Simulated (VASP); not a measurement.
Input of a VASP 6.6.1 run:

File INCAR:

```
SYSTEM = Pt
ALGO = Fast
EDIFF = 1E-6
ENCUT = 520
ISIF = 2
ISMEAR = 0
LASPH = .TRUE.
LCHARG = .FALSE.
LREAL = .FALSE.
LWAVE = .FALSE.
NBANDS = 11
NELM = 60
PREC = Accurate
SIGMA = 0.1
```

The input KPOINTS:

```
k-points
0
G
  8 8 8
  0 0 0
```

File POSCAR:

```
Pt
1.0
    0.0000000000      1.9715751800      1.9715751800
    1.9715751800      0.0000000000      1.9715751800
    1.9715751800      1.9715751800      0.0000000000
Pt
1
Direct
    0.0000000000      0.0000000000      0.0000000000
```

Potentials or basis: VASP PAW LDA potentials, release 64 (Pt).

The run is started by

```sh
$ cat potpaw_LDA.64/Pt/POTCAR > POTCAR
$ mpirun -np 1 vasp_std > vasp.out
```

Task: What does it give for the band gap on the k mesh?

Result: Zero (band 5 reaches 11.26 eV, above the bottom of band 6 at 9.11 eV).

Task: Predict the pressure.

Result: -10.5 GPa.

Caveat: spin-orbit coupling is left out, which moves the levels of the heavy elements.
